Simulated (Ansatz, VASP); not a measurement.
Mg3CdS4 in VASP and in Ansatz

INCAR

```
SYSTEM = Mg3CdS4
  PREC = Accurate
  ENCUT = 520
  EDIFF = 1E-6
  ISMEAR = 0
  SIGMA = 0.1
  LREAL = .FALSE.
  LASPH = .TRUE.
  NELM = 60
  ALGO = Normal
  ISIF = 2
  LWAVE = .FALSE.
  LCHARG = .FALSE.
  GGA = PE
  NBANDS = 31
```

Contents of KPOINTS:

```
Automatic mesh
0
G
  4 4 4
  0 0 0
```

POSCAR

```
Mg3CdS4
1.0
    5.3134949000      0.0000000000      0.0000000000
    0.0000000000      5.3134949000      0.0000000000
    0.0000000000      0.0000000000      5.3134949000
Mg Cd S
3 1 4
Direct
    0.5000000000      0.0000000000      0.5000000000
    0.5000000000      0.5000000000      0.0000000000
    0.0000000000      0.5000000000      0.5000000000
    0.0000000000      0.0000000000      0.0000000000
    0.0000000000      0.5000000000      0.0000000000
    0.5000000000      0.5000000000      0.5000000000
    0.0000000000      0.0000000000      0.5000000000
    0.5000000000      0.0000000000      0.0000000000
```

Input for Ansatz:

```yaml
crystal:
  lattice:
    - [5.3134949, 0.0, 0.0]
    - [0.0, 5.3134949, 0.0]
    - [0.0, 0.0, 5.3134949]
  atoms:
    - { symbol: Mg, position: [0.5, 0.0, 0.5] }
    - { symbol: Mg, position: [0.5, 0.5, 0.0] }
    - { symbol: Mg, position: [0.0, 0.5, 0.5] }
    - { symbol: Cd, position: [0.0, 0.0, 0.0] }
    - { symbol: S, position: [0.0, 0.5, 0.0] }
    - { symbol: S, position: [0.5, 0.5, 0.5] }
    - { symbol: S, position: [0.0, 0.0, 0.5] }
    - { symbol: S, position: [0.5, 0.0, 0.0] }
basis:
  ecutwfc: 420
kpoints:
  mp_grid: { grid: [4, 4, 4] }
hamiltonian:
  xc: pbe
scf:
  occupations: { method: gaussian, width: 0.1 }
  lower_state_search: "off"
output:
  forces: true
  stress: true
  eigenvalues: true
```

Alike in both runs: task single point; functional PBE; k mesh 4 × 4 × 4; occupations gaussian, width 0.1 eV; no spin polarisation.

|  | VASP | Ansatz |
| --- | --- | --- |
| version | VASP 6.6.1 | Ansatz 0.2.0 |
| potentials or method | VASP PAW PBE potentials, release 64 (Mg, Cd, S), cutoff 520 eV | scalar-relativistic, plane waves, PAW |
| valence electrons in the cell | 42 | 74 |

```csv
,VASP,Ansatz,Ansatz less VASP
gap on the k mesh at the Fermi level (eV),0.51,0.51,+0.007
least direct gap on the mesh (eV),1.20,1.22,+0.017
pressure (GPa),-0.1,0.0,+0.07
```

With one functional, cell and mesh, what is left measures potentials, basis and numerics. VASP's potentials hold 42 valence electrons a cell and Ansatz's 74, so a difference there can come from the potentials and not from the codes.
